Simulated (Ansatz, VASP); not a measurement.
## One calculation of Re, two programs

```
CELL_PARAMETERS angstrom
2.77383 0.00000 0.00000
-1.38692 2.40221 0.00000
0.00000 0.00000 4.48714
ATOMIC_POSITIONS crystal
Re 0.33333 0.66667 0.25000
Re 0.66667 0.33333 0.75000
```

Alike in both runs: functional PBE; k mesh 12 × 12 × 8; occupations gaussian, width 0.05 eV; no spin polarisation.

Ansatz relaxed the structure, and its values are those at the end. VASP's run is a single point on that final structure, the one shown.

|  | VASP | Ansatz |
| --- | --- | --- |
| version | VASP 6.6.1 | Ansatz 0.2.0 |
| potentials or method | VASP PAW PBE potentials, release 64 (Re) | scalar-relativistic, plane waves, PAW |
| plane-wave cutoff (eV) | 520 | 420 |
| valence electrons in the cell | 14 | 30 |

|  | VASP | Ansatz | Ansatz less VASP |
| --- | --- | --- | --- |
| gap on the k mesh at the Fermi level (eV) | none | none | - |
| pressure (GPa) | -0.6 | 0.0 | +0.55 |

A gap of «none» marks a metal or a gap that the smearing closes. VASP's potentials hold 14 valence electrons a cell and Ansatz's 30, so a difference there can come from the potentials and not from the codes.

Neither program's run includes spin-orbit coupling.
